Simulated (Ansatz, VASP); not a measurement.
**One calculation of TaBr4, two programs**

INCAR

```
SYSTEM = TaBr4
ALGO = Normal
EDIFF = 1E-6
EDIFFG = -0.04
ENCUT = 600
GGA = PE
IBRION = 2
ISIF = 3
ISMEAR = 0
ISPIN = 2
LASPH = .True.
LCHARG = .False.
LMAXMIX = 4
LORBIT = 11
LREAL = .False.
LWAVE = .False.
MAGMOM = 1 0 0 0 0
NELM = 150
NSW = 90
PREC = Accurate
SIGMA = 0.1
```

File KPOINTS:

```
k-points
0
Gamma
  3 3 4
  0 0 0
```

Contents of POSCAR:

```
TaBr4
1.0
    5.7660698800      0.0000000000      0.0000000000
   -2.8830349400      4.9935629900      0.0000000000
    0.0000000000      0.0000000000      6.1717975300
Ta Br
1 4
Direct
    0.0000000000      0.0000000000      0.5000000000
    0.5000000000      0.0000000000      0.0000000000
    0.0000000000      0.5000000000      0.0000000000
    0.5000000000      0.5000000000      0.0000000000
    0.0000000000      0.0000000000      0.0000000000
```

Input for Ansatz:

```yaml
crystal:
  lattice:
    - [5.76606988, 0.0, 0.0]
    - [-2.88303494, 4.99356299, 0.0]
    - [0.0, 0.0, 6.17179753]
  atoms:
    - { symbol: Ta, position: [0.0, 0.0, 0.5], spin: 1.0 }
    - { symbol: Br, position: [0.5, 0.0, 0.0] }
    - { symbol: Br, position: [0.0, 0.5, 0.0] }
    - { symbol: Br, position: [0.5, 0.5, 0.0] }
    - { symbol: Br, position: [0.0, 0.0, 0.0] }
basis:
  ecutwfc: 420
kpoints:
  mp_grid: { grid: [3, 3, 4] }
hamiltonian:
  xc: pbe
scf:
  occupations: { method: gaussian, width: 0.1 }
  lower_state_search: "off"
output:
  forces: true
  stress: true
  eigenvalues: true
  populations: true
magnetization:
  spin_polarized: true
relax:
  adjacent_minimum: "off"
  f_tol: 0.04
  max_steps: 70
  cell: { stress_tol: 0.4 }
```

Alike in both runs: task relaxation of cell and atoms; functional PBE; k mesh 3 × 3 × 4; occupations gaussian, width 0.1 eV; collinear spin.

```csv
,VASP,Ansatz
version,VASP 6.6.1,Ansatz 0.2.0
potentials or method,"VASP PAW PBE potentials, release 64 (Ta_pv, Br), cutoff 600 eV","scalar-relativistic, plane waves, PAW"
valence electrons in the cell,39,41
```

|  | VASP | Ansatz | Ansatz less VASP |
| --- | --- | --- | --- |
| gap on the k mesh at the Fermi level, each at its own relaxed structure (eV) | none | none | - |
| net moment per atom (μB) | 0.56 | 0.56 | 0.000 |
| size of the moment on the site where the two differ most (μB) | 1.92 | 1.39 | -0.527 |
| relaxed volume (Å³/atom) | 37.07 | 36.84 | -0.230 |
| relaxed length of the cell vector where the two differ most in proportion (Å) | 6.634 | 6.616 | -0.0183 |

Site moments also hang on the region over which each program counts them. A gap of «none» marks a metal or a gap that the smearing closes. VASP's potentials hold 39 valence electrons a cell and Ansatz's 41, so a difference there can come from the potentials and not from the codes.

The k mesh is coarse, so the values compare programs but aren't converged. Neither program's run includes spin-orbit coupling.
